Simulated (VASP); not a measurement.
A run of VASP 6.6.1:

The input INCAR:

```
SYSTEM = CoO
PREC = Accurate
ENCUT = 520
EDIFF = 1E-8
ISMEAR = -1
SIGMA = 0.1
LREAL = .FALSE.
LASPH = .TRUE.
NELM = 150
ALGO = Normal
ISIF = 2
LWAVE = .FALSE.
LCHARG = .FALSE.
ISPIN = 2
MAGMOM = 3 -3 0 0
LORBIT = 11
LMAXMIX = 4
LDAU = .TRUE.
LDAUTYPE = 2
LDAUL = 2 -1
LDAUU = 4 0
LDAUJ = 0 0
LDAUPRINT = 1
GGA = PE
NBANDS = 27
IBRION = 6
NFREE = 2
POTIM = 0.015
NSW = 1
```

Contents of KPOINTS:

```
Automatic mesh
0
G
  5 5 3
  0 0 0
```

POSCAR

```
CoO
1.0
    3.0122748879      0.0000000000      0.0000000000
    0.0000000000      3.0725203856      0.0000000000
    0.0000000000      0.0000000000      4.2600000000
Co O
2 2
Direct
    0.0000000000      0.0000000000      0.0000000000
    0.5000000000      0.5000000000      0.5000000000
    0.5000000000      0.5000000000      0.0000000000
    0.0000000000      0.0000000000      0.5000000000
```

Potentials or basis: VASP PAW PBE potentials, release 64 (Co, O).

The run is started by

```bash
$ cat potpaw_PBE.64/Co/POTCAR potpaw_PBE.64/O/POTCAR > POTCAR
$ mpirun -np 1 vasp_std > vasp.out
```

Hardware: 1 thread of AMD EPYC 7R13 Processor (Zen 3) (shared host).

Problem. How long does it take, and how much memory?

Solution. Run time: 4 min on 1 thread of AMD EPYC 7R13 Processor (Zen 3), with other jobs on the host, peak memory 0.16 GiB. Counts: scf iterations 137, k points 18.
